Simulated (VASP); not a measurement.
## AlB3P4: relaxation of cell and atoms with PBE

AlB3P4:

```
Al B P
1.0
    -2.45870    2.45870    4.91740
     2.45870   -2.45870    4.91740
     2.45870    2.45870   -4.91740
Al B P
1 3 4
Direct
  0.50000 0.50000 0.00000
  0.00000 0.00000 0.00000
  0.75000 0.25000 0.50000
  0.25000 0.75000 0.50000
  0.37500 0.37500 0.50000
  0.12500 0.62500 0.00000
  0.87500 0.87500 0.50000
  0.62500 0.12500 0.00000
```

```json
{
 "Program": "VASP 6.6.1",
 "Task": "relaxation of cell and atoms",
 "Functional": "PBE",
 "Potentials or basis": "VASP PAW PBE potentials, release 64 (Al, B, P)",
 "Cutoff": "600 eV",
 "k mesh": "6 × 6 × 6",
 "Occupations": "gaussian, width 0.1 eV",
 "Spin": "no spin polarisation",
 "Dipole correction": "no",
 "Further INCAR settings": "ALGO = Normal; EDIFF = 1e-06; IBRION = 2; EDIFFG = -0.04; NSW = 90; ISIF = 3"
}
```

The relaxed volume is 13.80 Å³/atom and the relaxed cell is a = 5.869 Å, b = 5.869 Å, c = 5.869 Å, α = 131.69°, β = 131.69°, γ = 70.72°. The space group after relaxing (to 0.1 Å) is I-42m (No. 121). The energy gained by relaxing is 248.0 meV/atom, the ionic steps are 6 and the pressure after relaxing is 0.0 GPa. The largest force after relaxing is 0.016 eV/Å. The band gap on the k mesh is 0.95 eV.

Forces in eV/Å, atoms in the order of the input:
```
Al   0.000  0.000  0.000
B    0.000  0.000  0.000
B    0.000  0.000  0.000
B    0.000  0.000  0.000
P    0.005  0.005  0.014
P   -0.005  0.005 -0.014
P   -0.005 -0.005  0.014
P    0.005 -0.005 -0.014
```

Stress tensor (GPa, compression positive):
```
 0.15  0.00  0.00
 0.00  0.15  0.00
 0.00  0.00 -0.28
```

Step by step:
```tsv
step	energy change (eV)	largest force (eV/Å)	pressure (GPa)	volume (Å³)
1	0.0000	4.6812	-2.98	118.91
2	-1.8803	0.7646	-4.39	114.21
3	-1.8905	0.5903	-4.55	114.55
4	-1.9563	0.0648	3.32	107.78
5	-1.9783	0.2329	0.51	109.96
6	-1.9843	0.0159	0.01	110.43
```

Final structure:
```yaml
crystal:
  lattice:
    - [-2.40176, 2.40176, 4.78611]
    - [2.40176, -2.40176, 4.78611]
    - [2.40176, 2.40176, -4.78611]
  atoms:
    - { symbol: Al, position: [0.50000, 0.50000, 0.00000] }
    - { symbol: B, position: [0.00000, 0.00000, 0.00000] }
    - { symbol: B, position: [0.75000, 0.25000, 0.50000] }
    - { symbol: B, position: [0.25000, 0.75000, 0.50000] }
    - { symbol: P, position: [0.35726, 0.35726, 0.44547] }
    - { symbol: P, position: [0.08821, 0.64274, 0.00000] }
    - { symbol: P, position: [0.91179, 0.91179, 0.55453] }
    - { symbol: P, position: [0.64274, 0.08821, 0.00000] }
```

Levels at points of the mesh, in eV from the valence-band top:
| k point | band 12 | band 13 | band 14 | band 15 | band 16 | band 17 | band 18 | band 19 | band 20 | band 21 |
| --- | --- | --- | --- | --- | --- | --- | --- | --- | --- | --- |
| (0.00, 0.00, 0.00) | -3.63 | -3.63 | -0.31 | 0.00 | 0.00 | 0.95 | 1.14 | 3.14 | 3.14 | 3.25 |
| (0.50, 0.00, 0.00) | -3.77 | -3.41 | -2.40 | -1.88 | -1.56 | 2.98 | 3.13 | 3.64 | 3.85 | 4.49 |
| (0.50, 0.50, 0.00) | -2.32 | -1.93 | -1.78 | -0.91 | -0.90 | 2.32 | 3.00 | 3.15 | 3.81 | 4.14 |
| (0.50, 0.50, 0.50) | -3.23 | -3.23 | -2.87 | -1.67 | -1.67 | 1.33 | 1.43 | 1.43 | 1.44 | 1.63 |

It took 7.8 min on 1 thread of Intel Xeon 8259CL, with other jobs on the host, peak memory 0.39 GiB.

A k mesh can miss the band edges.
